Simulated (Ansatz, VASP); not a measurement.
## Two plane-wave programs on PtSe2

File POSCAR:

```
PtSe2
1.0
    3.7240000000      0.0000000000      0.0000000000
   -1.8620000000      3.2250786037      0.0000000000
    0.0000000000      0.0000000000      5.0620000000
Pt Se
1 2
Direct
    0.0000000000      0.0000000000      0.0000000000
    0.6666666667      0.3333333333      0.7500000000
    0.3333333333      0.6666666667      0.2500000000
```

The input INCAR.step1:

```
PREC     = Accurate       # precision mode
ENCUT    = 520            # plane-wave cutoff, eV
ISMEAR   = -1             # smearing method
SIGMA    = 0.05           # smearing width, eV
LREAL    = False          # projectors in reciprocal space
LASPH    = True           # aspherical terms in the spheres
NELM     = 100            # most SCF steps
NBANDS   = 18             # bands
GGA      = PE             # functional
ALGO     = Normal         # electronic algorithm
EDIFF    = 1E-4           # SCF threshold, eV
LWAVE    = True           # write WAVECAR
LCHARG   = False          # write CHGCAR
```

File INCAR.step2:

```
PREC     = Accurate       # precision mode
ENCUT    = 520            # plane-wave cutoff, eV
EDIFF    = 1E-6           # SCF threshold, eV
ISMEAR   = -1             # smearing method
SIGMA    = 0.05           # smearing width, eV
LREAL    = False          # projectors in reciprocal space
LASPH    = True           # aspherical terms in the spheres
NELM     = 100            # most SCF steps
ALGO     = Normal         # electronic algorithm
ISIF     = 2              # what is computed and relaxed
LWAVE    = False          # write WAVECAR
LCHARG   = False          # write CHGCAR
METAGGA  = R2SCAN         # meta-GGA
LMIXTAU  = True         
NBANDS   = 18             # bands
ISTART   = 1
```

KPOINTS

```
Automatic mesh
0
Gamma
  8 8 5
```

The input input.yaml:

```yaml
crystal:
  lattice:
    - [3.724, 0.0, 0.0]
    - [-1.862, 3.2250786037, 0.0]
    - [0.0, 0.0, 5.062]
  atoms:
    - { symbol: Pt, position: [0.0, 0.0, 0.0] }
    - { symbol: Se, position: [0.6666666667, 0.3333333333, 0.75] }
    - { symbol: Se, position: [0.3333333333, 0.6666666667, 0.25] }
hamiltonian:
  xc: r2scan
  pseudopotentials: { kind: paw }
kpoints:
  mp_grid: { grid: [8, 8, 5] }
  band_path:
    path:
      - [[0.0, 0.0, 0.0], [0.5, 0.0, 0.0], [0.3333333333, 0.3333333333, 0.0], [0.0, 0.0, 0.0], [0.0, 0.0, 0.5], [0.5, 0.0, 0.5], [0.3333333333, 0.3333333333, 0.5], [0.0, 0.0, 0.5]]
      - [[0.5, 0.0, 0.5], [0.5, 0.0, 0.0]]
      - [[0.3333333333, 0.3333333333, 0.0], [0.3333333333, 0.3333333333, 0.5]]
    npoints: 14
scf:
  occupations: { method: fermi_dirac, width: 0.05 }
  n_extra_bands: 7
output:
  forces: true
  stress: true
  eigenvalues: true
  fatbands: false
  write_density: true
  write_potential: true
  elf: true
  volumetric_format: npy
```

Alike in both runs: functional r2SCAN; k mesh 8 × 8 × 5; occupations fermi-dirac, width 0.05 eV; no spin polarisation.

|  | VASP | Ansatz |
| --- | --- | --- |
| version | VASP 6.6.1 | Ansatz 0.2.0 |
| potentials or method | VASP PAW PBE potentials, release 64 (Pt, Se) | Ansatz PAW |
| plane-wave cutoff (eV) | 520 | 500 |
| valence electrons in the cell | 22 | 50 |
| task | single point | band structure |

Ansatz gave:

```
gap on the k mesh at the Fermi level (eV)                     : none
pressure (GPa)                                                : 4.9
traceless stress, the component that is largest in VASP (GPa) : 0.10
rms of the force components (eV/Å)                            : 0.176
```

Question: Estimate VASP's values.

Answer: gap on the k mesh at the Fermi level (eV): none; pressure (GPa): 5.0; traceless stress, the component that is largest in VASP (GPa): 0.04; rms of the force components (eV/Å): 0.184.

VASP's potentials were made for PBE, not for r2SCAN. Atom by atom the forces differ by 0.008 eV/Å (rms over components). A gap of «none» marks a metal or a gap that the smearing closes. VASP's potentials hold 22 valence electrons a cell and Ansatz's 50, so a difference there can come from the potentials and not from the codes.

Neither program's run includes spin-orbit coupling.
